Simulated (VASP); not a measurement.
# Ti (Fm-3m) in VASP: notebook

Runs on Ti. Level: PBE. Tasks: single point.

All numbers are computed with VASP 6.6.1; they aren't measurements. Logs are shortened: lines on timing, memory, paths and dates and some standing lists are left out, and cuts for length are marked.

**1. The cell of the first run**

It takes space group Fm-3m (No. 225, cubic). Conventional cell: a = 4.060 Å, b = 4.060 Å, c = 4.060 Å, α = 90.00°, β = 90.00°, γ = 90.00°. Ti (site symmetry m-3m) has 12 Ti at 2.87 Å within 3.8 Å.

**2. Single point, PBE**

Contents of INCAR:

```
ALGO = Normal
EDIFF = 1E-6
ENCUT = 500
GGA = PE
GGA_COMPAT = False
ISIF = 2
ISMEAR = 0
LASPH = True
LCHARG = False
LREAL = False
LWAVE = False
NBANDS = 12
NELM = 120
PREC = Accurate
SIGMA = 0.018000000000000002
```

Contents of KPOINTS:

```
k-points
0
Gamma
  11 11 11
```

Contents of POSCAR:

```
Ti
1.0
    0.0000000000      2.0300000000      2.0300000000
    2.0300000000      0.0000000000      2.0300000000
    2.0300000000      2.0300000000      0.0000000000
Ti
1
Direct
    0.0000000000      0.0000000000      0.0000000000
```

Potentials or basis: VASP PAW PBE potentials, release 64 (Ti_sv).

The run is started by

```sh
cat potpaw_PBE.64/Ti_sv/POTCAR > POTCAR
mpirun -np 1 vasp_std > vasp.out
```

OUTCAR:

```text
EDIFF = 1E-6
   ENCUT = 500
   GGA = PE
   ISIF = 2
   ISMEAR = 0
   LASPH = True
   LREAL = False
   NELM = 120
   PREC = Accurate

 ion  position               nearest neighbor table
   1  0.000  0.000  0.000-

  LATTYP: Found a face centered cubic cell.
 ALAT       =     4.0600000000

  Lattice vectors:

 A1 = (   0.0000000000,   2.0300000000,   2.0300000000)
 A2 = (   2.0300000000,   0.0000000000,   2.0300000000)
 A3 = (   2.0300000000,   2.0300000000,   0.0000000000)

Analysis of symmetry for initial positions (statically):
=====================================================================
 Subroutine PRICEL returns:
 Original cell was already a primitive cell.

 Routine SETGRP: Setting up the symmetry group for a
 face centered cubic supercell.

 Subroutine GETGRP returns: Found 48 space group operations
 (whereof 48 operations were pure point group operations)
 out of a pool of 48 trial point group operations.

The static configuration has the point symmetry O_h .

Analysis of symmetry for dynamics (positions and initial velocities):
=====================================================================
 Subroutine PRICEL returns:
 Original cell was already a primitive cell.

 Routine SETGRP: Setting up the symmetry group for a
 face centered cubic supercell.

 Subroutine GETGRP returns: Found 48 space group operations
 (whereof 48 operations were pure point group operations)
 out of a pool of 48 trial point group operations.

The dynamic configuration has the point symmetry O_h .

 Subroutine INISYM returns: Found 48 space group operations
 (whereof 48 operations are pure point group operations),
 and found     1 'primitive' translations

----------------------------------------------------------------------------------------

                                     Primitive cell

  volume of cell :      16.7309

  direct lattice vectors                    reciprocal lattice vectors
     0.000000000  2.030000000  2.030000000    -0.246305419  0.246305419  0.246305419
     2.030000000  0.000000000  2.030000000     0.246305419 -0.246305419  0.246305419
     2.030000000  2.030000000  0.000000000     0.246305419  0.246305419 -0.246305419

  length of vectors
     2.870853532  2.870853532  2.870853532     0.426613499  0.426613499  0.426613499

  position of ions in fractional coordinates (direct lattice)
     0.000000000  0.000000000  0.000000000

  ion indices of the primitive-cell ions
   primitive index   ion index
                 1           1

----------------------------------------------------------------------------------------

 KPOINTS: k-points

Automatic generation of k-mesh.
 Grid dimensions read from file:
 generate k-points for:   11   11   11

 Generating k-lattice:

  Cartesian coordinates                     Fractional coordinates (reciprocal lattice)
    -0.022391402  0.022391402  0.022391402     0.090909091  0.000000000  0.000000000
     0.022391402 -0.022391402  0.022391402     0.000000000  0.090909091  0.000000000
     0.022391402  0.022391402 -0.022391402     0.000000000  0.000000000  0.090909091

  Length of vectors
     0.038783045  0.038783045  0.038783045

  Shift w.r.t. Gamma in fractional coordinates (k-lattice)
     0.000000000  0.000000000  0.000000000

 Subroutine IBZKPT returns following result:
 ===========================================

 Found     56 irreducible k-points:

 Following reciprocal coordinates:
            Coordinates               Weight
  0.000000  0.000000  0.000000      1.000000
  0.090909  0.000000  0.000000      8.000000
  0.181818  0.000000  0.000000      8.000000
  0.272727  0.000000  0.000000      8.000000
  0.363636  0.000000  0.000000      8.000000
  0.454545  0.000000  0.000000      8.000000
[... 16 lines left out ...]
 -0.272727  0.181818  0.000000     24.000000
 -0.181818  0.181818  0.000000     12.000000
 [... further k-points ...]
   k-points           NKPTS =     56   k-points in BZ     NKDIM =     56   number of bands    NBANDS=     12
   number of dos      NEDOS =    301   number of ions     NIONS =      1
   total plane-waves  NPLWV =  13824
   dimension x,y,z NGX =    24 NGY =   24 NGZ =   24
   dimension x,y,z NGXF=    48 NGYF=   48 NGZF=   48
   ions per type =               1
   NGX,Y,Z   is equivalent  to a cutoff of  13.90, 13.90, 13.90 a.u.
   NGXF,Y,Z  is equivalent  to a cutoff of  27.80, 27.80, 27.80 a.u.
 SYSTEM =  unknown system
   PREC   = accura    normal or accurate (medium, high low for compatibility)
   ISTART =      0    job   : 0-new  1-cont  2-samecut
   ICHARG =      2    charge: 1-file 2-atom 10-const
   ISPIN  =      1    spin polarized calculation?
   LNONCOLLINEAR =      F non collinear calculations
   LSORBIT =      F    spin-orbit coupling
   LASPH  =      T    aspherical Exc in radial PAW
   ENCUT  =  500.0 eV  36.75 Ry    6.06 a.u.   5.23  5.23  5.23*2*pi/ulx,y,z
   NELM   =    120;   NELMIN=  2; NELMDL= -5     # of ELM steps
   EDIFF  = 0.1E-05   stopping-criterion for ELM
   LREAL  =      F    real-space projection
[... 7 lines left out ...]
   TEBEG  =    0.0;   TEEND  =   0.0 temperature during run
   PSTRESS=    0.0 pullay stress
   NELECT =      12.0000    total number of electrons
   NUPDOWN=      -1.0000    fix difference up-down
   EMIN   =  10.00;   EMAX   =-10.00  energy-range for DOS
   EFERMI =   0.00;   METHOD = LEGACY
   ISMEAR =     0;   SIGMA  =   0.02  broadening in eV -4-tet -1-fermi 0-gaus
   EFERMI_NEDOS =   21; number of points for ismear=-14 and -15
   IALGO  =     38    algorithm
   IMIX   =      4    mixing-type and parameters
     AMIX     =   0.40;   BMIX     =  1.00
     AMIX_MAG =   1.60;   BMIX_MAG =  1.00
  volume/ion in A,a.u.               =      16.73       112.91
  Fermi-wavevector in a.u.,A,eV,Ry     =   1.465421  2.769245 29.217967  2.147460
  Thomas-Fermi vector in A             =   2.581280
   LORBIT       =      0    0 simple, 1 ext, 2 COOP (PROOUT), +10 PAW based schemes
   GGA     = PE    functional components
   LHFCALC =     F    Hartree Fock is set to
   AEXX    =    0.0000 exact exchange contribution
   IVDW    =     0    specifies the selected vdW correction
   LEPSILON=     F    determine dielectric tensor
   LRPA    =     F    only Hartree local field effects (RPA)
 non-spin polarized calculation
 Gauss-broadening in eV      SIGMA  =   0.02
  energy-cutoff  :      500.00
  volume of cell :       16.73
 maximum number of plane-waves:       440
 NGX is ok and might be reduce to    24
   NGX = 11   NGY = 11   NGZ = 11

 number of electron      12.0000002 magnetization

 Free energy of the ion-electron system (eV)
  ---------------------------------------------------
  ext. energy  EPLUGINS =         0.00000000
  ---------------------------------------------------
  free energy    TOTEN  =        -7.77561678 eV

  energy without entropy =       -7.77558233  energy(sigma->0) =       -7.77559956

 E-fermi :   8.6087     XC(G=0): -11.6716

 val. band max:        8.5949984820   @ k =   0.1818   0.1818   0.0000
 cond. band min:       8.6541232738   @ k =   0.2727   0.0000   0.0000
 fundamental gap:      0.0591247918
 Fermi energy:         8.6087297156

 k-point     1 :       0.0000    0.0000    0.0000
  band No.  band energies     occupation
      1     -47.9928      2.00000
      2     -23.8079      2.00000
      3     -23.8079      2.00000
      4     -23.8079      2.00000
      5       2.4394      2.00000
      6       9.5418      0.00000
      7       9.5418      0.00000
      8       9.5418      0.00000
      9      11.2609      0.00000
     10      11.2609      0.00000
     11      24.0815      0.00000
     12      28.7363      0.00000

 k-point     2 :       0.0909    0.0000    0.0000
  band No.  band energies     occupation
      1     -47.9816      2.00000
      2     -23.8702      2.00000
      3     -23.8156      2.00000
      4     -23.8156      2.00000
      5       2.7146      2.00000
      6       9.3725      0.00000
      7       9.6388      0.00000
      8       9.6388      0.00000
      9      11.1996      0.00000
     10      11.1996      0.00000
     11      24.3009      0.00000
     12      26.9467      0.00000

 k-point     3 :       0.1818    0.0000    0.0000
  band No.  band energies     occupation
      1     -47.9516      2.00000
      2     -24.0350      2.00000
      3     -23.8362      2.00000
      4     -23.8362      2.00000
      5       3.4853      2.00000
      6       8.9828      0.00000
      7       9.8107      0.00000
      8       9.8107      0.00000
      9      11.1572      0.00000
     10      11.1572      0.00000
     11      23.7493      0.00000
     12      25.1874      0.00000
[... 286 lines left out ...]
 k-point    23 :      -0.2727    0.1818    0.0000
  band No.  band energies     occupation
      1     -47.8650      2.00000
      2     -24.3502      2.00000
      3     -24.0451      2.00000
      4     -23.8873      2.00000
      5       6.0104      2.00000
      6       8.3154      2.00000
      7       8.9974      0.00000
      8      10.1820      0.00000
      9      11.1256      0.00000
     10      13.0195      0.00000
     11      20.2001      0.00000
     12      22.4409      0.00000

 k-point    24 :      -0.1818    0.1818    0.0000
  band No.  band energies     occupation
      1     -47.8987      2.00000
      2     -24.2264      2.00000
      3     -23.9796      2.00000
      4     -23.8558      2.00000
      5       4.9779      2.00000
      6       8.4339      2.00000
      7       9.4536      0.00000
      8      10.4531      0.00000
      9      10.4684      0.00000
     10      12.2614      0.00000
     11      22.4357      0.00000
     12      22.9704      0.00000

 [... further k-points ...]
[... 5 lines left out ...]
  --------------------------------------------------------------------------------------
  -------------------------------------------------------------------------------------
  Total        0.3610568      0.3610568      0.3610568     -0.0000000      0.0000000      0.0000000
  in kB       34.5754622     34.5754622     34.5754622     -0.0000000      0.0000000      0.0000000
  external PRESSURE =      34.5754622 kB  Pullay stress =       0.0000000 kB

 VOLUME and BASIS-vectors are now :
 -----------------------------------------------------------------------------
  energy-cutoff  :      500.00
  volume of cell :       16.73
      direct lattice vectors                 reciprocal lattice vectors
     0.000000000  2.030000000  2.030000000    -0.246305419  0.246305419  0.246305419
     2.030000000  0.000000000  2.030000000     0.246305419 -0.246305419  0.246305419
     2.030000000  2.030000000  0.000000000     0.246305419  0.246305419 -0.246305419

 POSITION                                       TOTAL-FORCE (eV/Angst)
 -----------------------------------------------------------------------------------
      0.00000      0.00000      0.00000         0.000000      0.000000      0.000000
 -----------------------------------------------------------------------------------
    total drift:                                0.000000     -0.000000     -0.000000

  FREE ENERGIE OF THE ION-ELECTRON SYSTEM (eV)
  ---------------------------------------------------
  free  energy   TOTEN  =        -7.7756167818 eV

  energy  without entropy=       -7.7755823316  energy(sigma->0) =       -7.77559956
```

Run time: 5.6 s. Hardware: 1 thread of Intel Xeon 6975P-C (Granite Rapids), shared host; peak memory 0.14 GiB.

Results:

```
Free energy            : -7.7756 eV
Pressure               : 3.5 GPa
Band gap on the k mesh : zero (band 6 reaches 9.54 eV, above the bottom of band 7 at 8.35 eV)
```

**3. Single point, PBE**

Contents of INCAR:

```
  ALGO = Normal
  EDIFF = 1E-6
  ENCUT = 500
  GGA = PE
  GGA_COMPAT = False
  ISIF = 2
  ISMEAR = 0
  LASPH = True
  LCHARG = True
  LELF = True
  LREAL = False
  LVHAR = True
  LWAVE = False
  NBANDS = 12
  NELM = 120
  PREC = Accurate
  SIGMA = 0.020999999999999998
```

KPOINTS is that of step 2.

POSCAR is that of step 2.

Potentials or basis: VASP PAW PBE potentials, release 64 (Ti_sv).

The run is started by

```sh
cat potpaw_PBE.64/Ti_sv/POTCAR > POTCAR
mpirun -np 1 vasp_std > vasp.out
```

Run time: 6.3 s. Hardware: 1 thread of Intel Xeon 6975P-C (Granite Rapids), shared host; peak memory 0.14 GiB.

Results (log left out):

| Item | Value |
| --- | --- |
| Free energy | -7.7756 eV |
| Pressure | 3.5 GPa |
| Band gap on the k mesh | zero (band 6 reaches 9.54 eV, above the bottom of band 7 at 8.35 eV) |

Levels at points of the mesh, in eV from the Fermi level:
```tsv
k point	band 3	band 4	band 5	band 6	band 7	band 8	band 9	band 10
(0.00, 0.00, 0.00)	-32.42	-32.42	-6.17	0.93	0.93	0.93	2.65	2.65
```

**4. Single point, PBE**

Contents of INCAR:

```
SYSTEM = Ti
  PREC = Accurate
  ENCUT = 500
  EDIFF = 1E-6
  ISMEAR = 0
  SIGMA = 0.022
  LREAL = .FALSE.
  LASPH = .TRUE.
  NELM = 120
  ALGO = Normal
  ISIF = 2
  LWAVE = .FALSE.
  LCHARG = .TRUE.
  GGA = PE
  LELF = .TRUE.
  LVHAR = .TRUE.
  NBANDS = 12
  GGA_COMPAT = .FALSE.
```

Contents of KPOINTS:

```
Automatic mesh
0
G
  11 11 11
  0 0 0
```

POSCAR is that of step 3.

The run is started by

```sh
cat potpaw_PBE.64/Ti_sv/POTCAR > POTCAR
mpirun -np 1 vasp_std > vasp.out
```

It took 5.7 s on 1 thread of Intel Xeon 6975P-C (Granite Rapids), shared host; peak memory 0.14 GiB.

Results (log left out):

* Free energy: -7.7756 eV
* Pressure: 3.5 GPa
* Band gap on the k mesh: zero (band 6 reaches 9.54 eV, above the bottom of band 7 at 8.35 eV)

Levels at points of the mesh, in eV from the Fermi level:
| k point | band 4 | band 5 | band 6 | band 7 | band 8 | band 9 |
| --- | --- | --- | --- | --- | --- | --- |
| (0.00, 0.00, 0.00) | -32.42 | -6.17 | 0.93 | 0.93 | 0.93 | 2.65 |

**5. The runs side by side**

```csv
smearing,gap on the mesh (eV),pressure (GPa)
gaussian 0.018 eV,none,3.5
gaussian 0.021 eV,none,3.5
gaussian 0.022 eV,none,3.5
```

Alike in all rows: task single point; level PBE; potentials or basis VASP PAW PBE potentials, release 64 (Ti_sv); no spin polarisation; cell as given; k mesh 11 × 11 × 11; cutoff (eV) 500.

Every run on the cell as given and a fine mesh finds a metal.

Total energies depend on the potentials used, so only differences within one code and one set of settings carry meaning.
